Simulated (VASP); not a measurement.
Runs of VASP 6.6.1 on Ta. The structure is that of space group I4/mmm (No. 139), or close to it. The cells are those of the table. 

| cell | gap on the mesh (eV) | pressure (GPa) |
| --- | --- | --- |
| a = 3.056 Å, angles 124.4, 124.4, 82.5°, 1 atom | none | 0.2 |
| a = 3.036 Å, angles 124.4, 124.4, 82.5°, 1 atom | none | 4.1 |
| a = 2.932 Å, angles 116.5, 116.5, 96.1°, 1 atom | none | 0.2 |
| a = 2.935 Å, angles 118.4, 118.4, 92.7°, 1 atom | none | 5.6 |
| a = 2.884 Å, angles 112.9, 112.9, 102.9°, 1 atom | none | (b) |
| a = 2.864 Å, angles 112.9, 112.9, 102.9°, 1 atom | none | 5.5 |
| a = 2.883 Å, angles 106.4, 106.4, 115.8°, 1 atom | none | 1.5 |
| a = 2.864 Å, angles 106.4, 106.4, 115.8°, 1 atom | none | 5.6 |
| a = 2.893 Å, angles 116.5, 116.5, 96.1°, 1 atom | none | 8.5 |
| a = 2.915 Å, angles 118.4, 118.4, 92.7°, 1 atom | none | 10.0 |
| a = 3.015 Å, angles 124.4, 124.4, 82.5°, 1 atom | none | 8.5 |
| a = 2.921 Å, angles 106.4, 106.4, 115.8°, 1 atom | none | (a) |

Alike in all rows: task single point; level PBE; potentials or basis VASP PAW PBE potentials, release 64 (Ta_pv); no spin polarisation; k mesh 20 × 20 × 20; cutoff (eV) 520; smearing gaussian 0.15 eV.

**Question.** Estimate the missing entries.

**Answer.** (a) -5.8; (b) 1.3.

Caveats: spin-orbit coupling is left out, which moves the levels of the heavy elements; the cell stands under pressure (at least some runs); the cell stands under tension (at least some runs).

A k mesh can miss the band edges, and the runs leave out spin-orbit coupling on Ta.

A gap of «none» marks levels without a gap at the run's occupations.
